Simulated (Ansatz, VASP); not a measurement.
**Bi4C: VASP beside Ansatz**

```
Bi C
1.0
    -3.27865    3.27865    3.27865
     3.27865   -3.27865    3.27865
     3.27865    3.27865   -3.27865
Bi C
4 1
Direct
  0.50000 0.50000 0.50000
  0.50000 0.00000 0.00000
  0.00000 0.00000 0.50000
  0.00000 0.50000 0.00000
  0.00000 0.00000 0.00000
```

Change from the starting cell: species swapped into the Hg4Pt type (Im-3m, No. 229).

Alike in both runs: functional PBE; k mesh 8 × 8 × 8; occupations gaussian, width 0.1 eV; no spin polarisation.

Ansatz relaxed the structure, and its values are those at the end. VASP's run is a single point on that final structure, the one shown.

```csv
,VASP,Ansatz
version,VASP 6.6.1,Ansatz 0.2.0
potentials or method,"VASP PAW PBE potentials, release 64 (Bi_d, C), cutoff 520 eV","scalar-relativistic, plane waves, PAW"
valence electrons in the cell,64,64
```

Ansatz gave:

* gap on the k mesh at the Fermi level (eV): none
* pressure (GPa): 0.0

Problem. Which values does VASP return?

Solution. gap on the k mesh at the Fermi level (eV): none; pressure (GPa): -0.1.

A gap of «none» marks a metal or a gap that the smearing closes.

Spin-orbit coupling is off throughout.
